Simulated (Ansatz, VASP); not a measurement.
**Two plane-wave programs on SiGe**

The input POSCAR:

```
SiGe
1.0
    3.8653338675      0.0000000000      0.0000000000
   -1.9326669337      3.3474773233      0.0000000000
    0.0000000000      0.0000000000      6.4708892850
Si Ge
2 2
Direct
    0.6666666667      0.3333333333      0.8736556936
    0.3333333333      0.6666666667      0.3736556936
    0.6666666667      0.3333333333      0.5013433064
    0.3333333333      0.6666666667      0.0013433064
```

INCAR.step1

```
SYSTEM = SiGe
  PREC = Accurate
  ENCUT = 520
  ISMEAR = 0
  SIGMA = 0.02
  LREAL = .FALSE.
  LASPH = .TRUE.
  NELM = 100
  NBANDS = 26
  GGA = PE
  ALGO = Normal
  EDIFF = 1E-4
  LWAVE = .TRUE.
  LCHARG = .FALSE.
```

File INCAR.step2:

```
SYSTEM = SiGe
  PREC = Accurate
  ENCUT = 520
  EDIFF = 1E-6
  ISMEAR = 0
  SIGMA = 0.02
  LREAL = .FALSE.
  LASPH = .TRUE.
  NELM = 100
  ALGO = Normal
  ISIF = 2
  LWAVE = .FALSE.
  LCHARG = .FALSE.
  METAGGA = R2SCAN
  LMIXTAU = .TRUE.
  NBANDS = 26
  ISTART = 1
```

File KPOINTS:

```
regular mesh
0
G
  12 12 4
  0 0 0
```

Input for Ansatz:

```yaml
crystal:
  lattice:
    - [3.8653338675, 0.0, 0.0]
    - [-1.9326669337, 3.3474773233, 0.0]
    - [0.0, 0.0, 6.470889285]
  atoms:
    - { symbol: Si, position: [0.6666666667, 0.3333333333, 0.8736556936] }
    - { symbol: Si, position: [0.3333333333, 0.6666666667, 0.3736556936] }
    - { symbol: Ge, position: [0.6666666667, 0.3333333333, 0.5013433064] }
    - { symbol: Ge, position: [0.3333333333, 0.6666666667, 0.0013433064] }
basis:
  ecutwfc: 500
kpoints:
  mp_grid: { grid: [12, 12, 4] }
  band_path: { path: [VBM, CBM], npoints: 2 }
hamiltonian:
  xc: r2scan
scf:
  occupations: { method: gaussian, width: 0.02 }
output:
  forces: true
  stress: true
  eigenvalues: true
checkpoint:
  read: start.run
  write: ck
  compress: false
  write_wavefunctions: false
  write_every: 100000
```

Alike in both runs: task single point; functional r2SCAN; k mesh 12 × 12 × 4; occupations gaussian, width 0.02 eV; no spin polarisation.

|  | VASP | Ansatz |
| --- | --- | --- |
| version | VASP 6.6.1 | Ansatz 0.2.0 |
| potentials or method | VASP PAW PBE potentials, release 64 (Si, Ge_d), cutoff 520 eV | scalar-relativistic, plane waves, PAW |
| valence electrons in the cell | 36 | 36 |

VASP gave:

| Quantity | Value |
| --- | --- |
| gap on the k mesh at the Fermi level (eV) | 0.68 |
| least direct gap on the mesh (eV) | 0.97 |
| pressure (GPa) | 1.5 |
| traceless stress, the component that is largest in VASP (GPa) | -1.51 |

Problem. Which values does Ansatz return?

Solution. gap on the k mesh at the Fermi level (eV): 0.68; least direct gap on the mesh (eV): 0.97; pressure (GPa): 1.5; traceless stress, the component that is largest in VASP (GPa): -1.49.

VASP's potentials were made for PBE, not for r2SCAN.
